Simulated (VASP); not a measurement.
A run of VASP 6.6.1:

INCAR

```
SYSTEM = Cr
PREC     = Accurate       ! precision mode
ENCUT    = 520            ! plane-wave cutoff, eV
EDIFF    = 1E-7           ! SCF threshold, eV
ISMEAR   = -1             ! smearing method
SIGMA    = 0.05           ! smearing width, eV
LREAL    = .False.        ! projectors in reciprocal space
LASPH    = .True.         ! aspherical terms in the spheres
NELM     = 150            ! most SCF steps
ALGO     = Normal         ! electronic algorithm
ISIF     = 2              ! what is computed and relaxed
LWAVE    = .False.        ! write WAVECAR
LCHARG   = .False.        ! write CHGCAR
ISPIN    = 2              ! spin polarisation
MAGMOM   = 6              ! initial moments
LORBIT   = 11             ! projections on sites
NUPDOWN  = 6.0            ! fixed moment
LMAXMIX  = 4              ! l up to which the mixer works
GGA      = PS             ! functional
NBANDS   = 16             ! bands
```

File KPOINTS:

```
regular mesh
0
Gamma
  10 10 10
  0 0 0
```

POSCAR

```
Cr
1.0
   -1.4844496776      1.4844496776      1.4844496776
    1.4844496776     -1.4844496776      1.4844496776
    1.4844496776      1.4844496776     -1.4844496776
Cr
1
Direct
    0.0000000000      0.0000000000      0.0000000000
```

Potentials or basis: VASP PAW PBE potentials, release 64 (Cr_pv).

Launch:

```console
$ cat potpaw_PBE.64/Cr_pv/POTCAR > POTCAR
$ mpirun -np 1 vasp_std > vasp.out
```

Hardware: 1 thread of Intel(R) Xeon(R) Platinum 8259CL CPU @ 2.50GHz (Skylake/Cascade Lake), on a shared host.

Estimate the wall time of this run.

Run time: 17 s on 1 thread of Intel(R) Xeon(R) Platinum 8259CL CPU @ 2.50GHz (Skylake/Cascade Lake), on a shared host, peak memory 0.14 GiB. Counts: scf iterations 14, k points 47.
